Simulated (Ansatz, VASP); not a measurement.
# GaSb in VASP and in Ansatz

POSCAR

```
GaSb
1.0
    0.0000000000      3.0658787994      3.0658787994
    3.0658787994      0.0000000000      3.0658787994
    3.0658787994      3.0658787994      0.0000000000
Ga Sb
1 1
Direct
    0.0000000000      0.0000000000      0.0000000000
    0.2500000000      0.2500000000      0.2500000000
```

File INCAR.step1:

```
SYSTEM = GaSb
PREC = Accurate ; ENCUT = 520
ISMEAR = -1 ; SIGMA = 0.02
LREAL = .False. ; LASPH = .True.
NELM = 100 ; NBANDS = 16
GGA = PE ; ALGO = Normal
EDIFF = 1E-4 ; LWAVE = .True.
LCHARG = .False.
```

INCAR.step2

```
SYSTEM = GaSb
PREC = Accurate ; ENCUT = 520
EDIFF = 1E-7 ; ISMEAR = -1
SIGMA = 0.02 ; LREAL = .False.
LASPH = .True. ; NELM = 100
ALGO = Normal ; ISIF = 2
LWAVE = .False. ; LCHARG = .False.
METAGGA = R2SCAN ; LMIXTAU = .True.
NBANDS = 16 ; ISTART = 1
```

File KPOINTS:

```
Automatic mesh
0
Gamma
  8 8 8
  0 0 0
```

Input for Ansatz:

```yaml
crystal:
  lattice:
    - [0.0, 3.0658787994, 3.0658787994]
    - [3.0658787994, 0.0, 3.0658787994]
    - [3.0658787994, 3.0658787994, 0.0]
  atoms:
    - { symbol: Ga, position: [0.0, 0.0, 0.0] }
    - { symbol: Sb, position: [0.25, 0.25, 0.25] }
kpoints:
  mp_grid: { grid: [8, 8, 8] }
  band_path:
    path:
      - [0.0, 0.0, 0.0]
      - [-0.5, -0.5, 0.0]
      - [-0.375, -0.375, 0.25]
      - [-0.375, 0.0, 0.375]
      - [0.0, 0.0, 0.5]
      - [-0.5, -0.25, 0.25]
    npoints: 1
hamiltonian:
  xc: r2scan
scf:
  occupations: { method: fermi_dirac, width: 0.02 }
  n_extra_bands: 4
output:
  forces: true
  stress: true
  eigenvalues: true
  write_density: true
  write_potential: true
  elf: true
  volumetric_format: npy
```

Alike in both runs: task single point; functional r2SCAN; k mesh 8 × 8 × 8; occupations fermi-dirac, width 0.02 eV; no spin polarisation.

|  | VASP | Ansatz |
| --- | --- | --- |
| version | VASP 6.6.1 | Ansatz 0.2.0 |
| potentials or method | VASP PAW PBE potentials, release 64 (Ga_d, Sb) | plane waves, PAW |
| plane-wave cutoff (eV) | 520 | 500 |
| valence electrons in the cell | 18 | 28 |

|  | VASP | Ansatz | Ansatz less VASP |
| --- | --- | --- | --- |
| pressure (GPa) | 0.1 | 0.0 | -0.10 |

VASP's potentials were made for PBE, not for r2SCAN. With one functional, cell and mesh, what is left measures potentials, basis and numerics. VASP's potentials hold 18 valence electrons a cell and Ansatz's 28, so a difference there can come from the potentials and not from the codes.

Spin-orbit coupling is off throughout.
